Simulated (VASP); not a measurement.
Crystal: Cd.

```
Cd
1.0
     0.00000    2.20992    2.20992
     2.20992    0.00000    2.20992
     2.20992    2.20992    0.00000
Cd
1
Direct
  0.00000 0.00000 0.00000
```

```yaml
Program: VASP 6.6.1
Task: relaxation of cell and atoms
Functional: LDA
Potentials_or_basis: VASP PAW LDA potentials, release 64 (Cd)
Cutoff: 600 eV
k_mesh: 12 × 12 × 12
Occupations: fermi-dirac, width 0.1 eV
Spin: no spin polarisation
```

At the start: pressure -4.0 GPa; volume 21.59 Å³/atom.

Q: How do energy, volume and symmetry change on relaxing?

A: Over 3 steps the energy falls by 19.9 meV/atom and the volume is 20.10 Å³/atom (-6.9 %); space group Fm-3m (No. 225, to 0.05 Å).

Step by step:
```
step  energy change (eV)  largest force (eV/Å)  pressure (GPa)  volume (Å³)
   1              0.0000                0.0000           -3.97        21.59
   2             -0.0197                0.0000            0.50        19.96
   3             -0.0199                0.0000            0.01        20.10
```

Final structure:
```
CELL_PARAMETERS angstrom
0.00000 2.15800 2.15800
2.15800 0.00000 2.15800
2.15800 2.15800 0.00000
ATOMIC_POSITIONS crystal
Cd 0.00000 0.00000 0.00000
```
